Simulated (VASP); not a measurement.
**Rh: single point with PBE**

Crystal: Rh.

```
CELL_PARAMETERS angstrom
0.00000 1.95860 1.93007
1.95860 0.00000 1.93007
1.95860 1.95860 0.00000
ATOMIC_POSITIONS crystal
Rh 0.00000 0.00000 0.00000
```

This cell differs from its parent crystal: strain +0.030 along x and y, +0.015 along z.

```
Program                : VASP 6.6.1
Task                   : single point
Functional             : PBE
Potentials or basis    : VASP PAW PBE potentials, release 64 (Rh_pv)
Cutoff                 : 520 eV
k mesh                 : 22 × 22 × 22
Occupations            : gaussian, width 0.15 eV
Spin                   : no spin polarisation
Dipole correction      : no
Further INCAR settings : ALGO = Fast; EDIFF = 1e-06; NBANDS = 14
```

```yaml
Pressure: -11.8 GPa
```

Stress tensor (GPa, compression positive):
```
-12.71   0.00   0.00
  0.00 -12.71   0.00
  0.00   0.00  -9.86
```

Levels at points of the mesh, in eV from the Fermi level:
```
           k point  band 3  band 4  band 5  band 6  band 7  band 8  band 9  band 10  band 11  band 12
(0.00, 0.00, 0.00)  -46.24   -7.41   -2.78   -2.78   -2.64   -0.97   -0.80    16.03    20.76    20.94
(0.50, 0.00, 0.00)  -46.32   -5.52   -2.87   -2.72    0.47    0.54    0.83     7.92    15.50    20.48
(0.50, 0.50, 0.00)  -46.47   -5.64   -5.31    0.47    0.88    0.88    3.39    11.63    12.72    12.72
(0.50, 0.00, 0.50)  -46.44   -5.64   -5.30    0.48    0.80    0.92    3.09    11.24    12.92    13.05
```

It took 88 s on 1 thread of Intel(R) Xeon(R) Platinum 8488C (Sapphire Rapids) (shared host), peak memory 0.26 GiB.

Caveat: the cell differs from its parent crystal (strain +0.030 along x and y, +0.015 along z).
